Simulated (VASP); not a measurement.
# GaN (Fm-3m) in VASP: further runs, part 2 of 2

VASP 6.6.1. Earlier steps stand in the parts before.

**4. Vibrations by perturbation theory, PBEsol**

Contents of INCAR:

```
PREC = Accurate
ENCUT = 520
EDIFF = 1E-8
ISMEAR = 0
SIGMA = 0.01
LREAL = False
LASPH = True
NELM = 100
ALGO = Normal
ISIF = 2
LWAVE = False
LCHARG = False
GGA = PS
NBANDS = 16
IBRION = 8
NSW = 1
LEPSILON = True
```

Contents of KPOINTS:

```
regular mesh
0
Gamma
  8 8 8
```

Contents of POSCAR:

```
GaN
1.0
    0.0000000000      2.1352350000      2.1352350000
    2.1352350000      0.0000000000      2.1352350000
    2.1352350000      2.1352350000      0.0000000000
Ga N
1 1
Direct
    0.0000000000      0.0000000000      0.0000000000
    0.5000000000      0.5000000000      0.5000000000
```

Potentials or basis: VASP PAW PBE potentials, release 64 (Ga_d, N).

The run is started by

```bash
> cat potpaw_PBE.64/Ga_d/POTCAR potpaw_PBE.64/N/POTCAR > POTCAR
> mpirun -np 1 vasp_std > vasp.out
```

OUTCAR:

```text
PREC = Accurate
   ENCUT = 520
   EDIFF = 1E-8
   ISMEAR = 0
   LREAL = False
   LASPH = True
   NELM = 100
   ISIF = 2
   GGA = PS
   IBRION = 8
   NSW = 1
   LEPSILON = True

 ion  position               nearest neighbor table
   1  0.000  0.000  0.000-   2 2.14   2 2.14   2 2.14   2 2.14   2 2.14   2 2.14
   2  0.500  0.500  0.500-   1 2.14   1 2.14   1 2.14   1 2.14   1 2.14   1 2.14

  LATTYP: Found a face centered cubic cell.
 ALAT       =     4.2704700000

  Lattice vectors:

 A1 = (   0.0000000000,   2.1352350000,   2.1352350000)
 A2 = (   2.1352350000,   0.0000000000,   2.1352350000)
 A3 = (   2.1352350000,   2.1352350000,   0.0000000000)

Analysis of symmetry for initial positions (statically):
=====================================================================
 Subroutine PRICEL returns:
 Original cell was already a primitive cell.

 Routine SETGRP: Setting up the symmetry group for a
 face centered cubic supercell.

 Subroutine GETGRP returns: Found 48 space group operations
 (whereof 48 operations were pure point group operations)
 out of a pool of 48 trial point group operations.

The static configuration has the point symmetry O_h .

Analysis of symmetry for dynamics (positions and initial velocities):
=====================================================================
 Subroutine PRICEL returns:
 Original cell was already a primitive cell.

 Routine SETGRP: Setting up the symmetry group for a
 face centered cubic supercell.

[... 714 lines left out ...]

 PIEZOELECTRIC TENSOR (including local field effects)  for field in x, y, z        (C/m^2)
          XX          YY          ZZ          XY          YZ          ZX
  --------------------------------------------------------------------------------
  x     0.00000     0.00000     0.00000     0.00000     0.00000     0.00000
  y     0.00000     0.00000     0.00000     0.00000     0.00000     0.00000
  z     0.00000     0.00000     0.00000     0.00000     0.00000     0.00000

 BORN EFFECTIVE CHARGES (including local field effects) (in |e|, cummulative output)
 ---------------------------------------------------------------------------------
 ion    1
    1     3.63938     0.00000    -0.00000
    2     0.00000     3.63938     0.00000
    3    -0.00000    -0.00000     3.63938
 ion    2
    1    -3.63938    -0.00000     0.00000
    2    -0.00000    -3.63938    -0.00000
    3     0.00000     0.00000    -3.63938

 INTERNAL STRAIN TENSOR FOR ION    2 for displacements in x,y,z  (eV/Angst):
          X           Y           Z          XY          YZ          ZX
  --------------------------------------------------------------------------------
  x     0.00000     0.00000     0.00000     0.00000     0.00000     0.00000
  y     0.00000     0.00000     0.00000     0.00000     0.00000     0.00000
  z     0.00000     0.00000     0.00000     0.00000     0.00000     0.00000

 SECOND DERIVATIVES (NOT SYMMETRIZED)
 ------------------------------------
               1X          1Y          1Z          2X          2Y          2Z
  1X    -1.567555    0.000000    0.000000    1.567555    0.000000    0.000000
  1Y     0.000000   -1.567555    0.000000    0.000000    1.567555    0.000000
  1Z     0.000000    0.000000   -1.567555    0.000000    0.000000    1.567555
  2X     1.546880    0.000000    0.000000   -1.546880    0.000000    0.000000
  2Y     0.000000    1.546880    0.000000    0.000000   -1.546880    0.000000
  2Z     0.000000    0.000000    1.546880    0.000000    0.000000   -1.546880

 Eigenvectors and eigenvalues of the dynamical matrix
 ----------------------------------------------------

   1 f  =    5.700627 THz    35.818096 2PiTHz  190.152450 cm-1    23.575888 meV
             X         Y         Z           dx          dy          dz
      0.000000  0.000000  0.000000     0.000000    0.411205    0.000000
      2.135235  2.135235  2.135235     0.000000   -0.911543    0.000000
[... 21 lines left out ...]
   6 f/i=    0.014184 THz     0.089124 2PiTHz    0.473143 cm-1     0.058662 meV
             X         Y         Z           dx          dy          dz
      0.000000  0.000000  0.000000     0.000000    0.000000    0.911543
      2.135235  2.135235  2.135235     0.000000    0.000000    0.411205

--------------------------------------------------------------------------------------------------------

 MACROSCOPIC STATIC DIELECTRIC TENSOR IONIC CONTRIBUTION
 ------------------------------------------------------
          79.048738     0.000000    -0.000000
           0.000000    79.048738    -0.000000
          -0.000000    -0.000000    79.048738
 ------------------------------------------------------

 ELASTIC MODULI CONTR FROM IONIC RELAXATION (kBar)
 Direction    XX          YY          ZZ          XY          YZ          ZX
 --------------------------------------------------------------------------------
 XX           0.0000      0.0000      0.0000      0.0000      0.0000      0.0000
 YY           0.0000      0.0000      0.0000      0.0000      0.0000      0.0000
 ZZ           0.0000      0.0000      0.0000      0.0000      0.0000      0.0000
 XY           0.0000      0.0000      0.0000      0.0000      0.0000      0.0000
 YZ           0.0000      0.0000      0.0000      0.0000      0.0000      0.0000
 ZX           0.0000      0.0000      0.0000      0.0000      0.0000      0.0000
 --------------------------------------------------------------------------------

 PIEZOELECTRIC TENSOR IONIC CONTR  for field in x, y, z        (C/m^2)
          XX          YY          ZZ          XY          YZ          ZX
  --------------------------------------------------------------------------------
  x     0.00000     0.00000     0.00000     0.00000     0.00000     0.00000
  y     0.00000     0.00000     0.00000     0.00000     0.00000     0.00000
  z     0.00000     0.00000     0.00000     0.00000     0.00000     0.00000
```

stdout:

```text
POSCAR found type information on POSCAR GaN
 POSCAR found :  2 types and       2 ions
 scaLAPACK will be used
 -----------------------------------------------------------------------------
|                                                                             |
|                                                                             |
[... 39 lines left out ...]
 first order change of Fermi-energy  -0.23211E-03
 force on displaced ion       1 direction 1 :  -1.568   0.000   0.000
 Born effective charge ion    1 direction 1 :   3.607   0.000   0.000
 Linear response progress:
 first order change of Fermi-energy   0.14051E-02
 force on displaced ion       2 direction 1 :  -1.547   0.000   0.000
 Born effective charge ion    2 direction 1 :  -3.671   0.000   0.000
 Born effective charges drift removed
 Linear response finished
```

Run time: 4.6 min. Hardware: 1 thread of Intel Xeon 8259CL, shared host; peak memory 0.19 GiB.

What came out:

```yaml
Electronic_dielectric_tensor_diagonal: 9.01
Born_charges_mean_of_the_diagonal: Ga +3.64; N -3.64 e
Highest_phonon_frequency_at_Γ_LO-TO_splitting_left_out: 190 cm⁻¹
```

Phonon frequencies in cm⁻¹ (negative: imaginary):
| q point | frequencies |
| --- | --- |
| (0.000, 0.000, 0.000) | 0 0 0 190 190 190 |

Electronic dielectric tensor:
```
9.01 0.00 0.00
0.00 9.01 0.00
0.00 0.00 9.01
```

Born effective charge tensors (e):
atom 1, Ga
```
3.64 0.00 0.00
0.00 3.64 0.00
0.00 0.00 3.64
```
atom 2, N
```
-3.64  0.00  0.00
 0.00 -3.64  0.00
 0.00  0.00 -3.64
```

Caveat: the cell stands under pressure or tension, which shifts response properties.
